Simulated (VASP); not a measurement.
Wanted: the native input for a VASP 6.6.1 run.

| Item | Value |
| --- | --- |
| Task | single point |
| Functional | r2SCAN |
| Potentials or basis | VASP PAW PBE potentials, release 64 (Sb) |
| Cutoff | 520 eV |
| k mesh | 6 × 6 × 6 |
| Occupations | gaussian, width 0.1 eV |
| Spin | no spin polarisation |
| Dipole correction | no |
| Further INCAR settings | ALGO = Normal; EDIFF = 1e-06; NBANDS = 14 |

Sb:

```
Sb
1.0
     1.66830    0.96320    8.41453
    -1.66830    0.96320    8.41453
     0.00000   -1.92639    8.41453
Sb
3
Direct
  0.00000 0.00000 0.00000
  0.22020 0.22020 0.22020
  0.77980 0.77980 0.77980
```

The input as run:

POSCAR

```
Sb
1.0
    1.6683048699      0.9631962657      8.4145346925
   -1.6683048699      0.9631962657      8.4145346925
    0.0000000000     -1.9263925315      8.4145346925
Sb
3
Direct
    0.0000000000      0.0000000000      0.0000000000
    0.2201952220      0.2201952220      0.2201952220
    0.7798047780      0.7798047780      0.7798047780
```

INCAR.step1

```
  PREC = Accurate
  ENCUT = 520
  ISMEAR = 0
  SIGMA = 0.1
  LREAL = F
  LASPH = T
  NELM = 80
  NBANDS = 14
  GGA = PE
  ALGO = Normal
  EDIFF = 1E-4
  LWAVE = T
  LCHARG = F
```

INCAR.step2

```
  PREC = Accurate
  ENCUT = 520
  EDIFF = 1E-6
  ISMEAR = 0
  SIGMA = 0.1
  LREAL = F
  LASPH = T
  NELM = 80
  ALGO = Normal
  ISIF = 2
  LWAVE = F
  LCHARG = F
  METAGGA = R2SCAN
  LMIXTAU = T
  NBANDS = 14
  ISTART = 1
```

KPOINTS

```
Automatic mesh
0
Gamma
  6 6 6
```

Potentials or basis: VASP PAW PBE potentials, release 64 (Sb).

Launch:

```console
$ cat potpaw_PBE.64/Sb/POTCAR > POTCAR
$ cp INCAR.step1 INCAR
$ mpirun -np 1 vasp_std > vasp.out
$ cp INCAR.step2 INCAR
$ mpirun -np 1 vasp_std > vasp.out
```

Results of the run:

```json
{
 "Pressure": "-0.2 GPa",
 "Largest force": "0.012 eV/Å",
 "Band gap on the k mesh": "zero (an odd number of electrons rules out a gap without spin polarisation)"
}
```

Caveat: the k points lie up to 0.36 Å⁻¹ apart, too coarse for converged energies and pressures of a metal; the PAW data sets were made with another functional, which shifts forces and pressure a little; spin-orbit coupling is left out, which moves the levels of the heavy elements.

Run time: 8.6 min on 1 thread of AMD EPYC 9R45 96-Core Processor (Zen 5) (shared host), peak memory 0.59 GiB.
